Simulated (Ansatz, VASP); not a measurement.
## AlAs in VASP and in Ansatz

```xyz
2
Lattice="0.0000 2.8637 2.8637 2.8637 0.0000 2.8637 2.8637 2.8637 0.0000" Properties=species:S:1:pos:R:3 pbc="T T T"
Al    0.0000    0.0000    0.0000
As    1.4318    1.4318    1.4318
```

Alike in both runs: functional PBE; k mesh 8 × 8 × 8; occupations fermi-dirac, width 0.02 eV; no spin polarisation.

Ansatz relaxed the structure, and its values are those at the end. VASP's run is a single point on that final structure, the one shown.

|  | VASP | Ansatz |
| --- | --- | --- |
| version | VASP 6.6.1 | Ansatz 0.2.0 |
| potentials or method | VASP PAW PBE potentials, release 64 (Al, As), cutoff 500 eV | PAW plane waves |
| valence electrons in the cell | 8 | 18 |

VASP gave:

| Item | Value |
| --- | --- |
| gap on the k mesh at the Fermi level (eV) | 1.49 |
| pressure (GPa) | 0.2 |

Question: What did Ansatz give for the same quantities?

Answer: gap on the k mesh at the Fermi level (eV): 1.50; pressure (GPa): 0.0.

The functional is the same, so the differences come from potentials, cutoffs and numerics. VASP's potentials hold 8 valence electrons a cell and Ansatz's 18, so a difference there can come from the potentials and not from the codes.
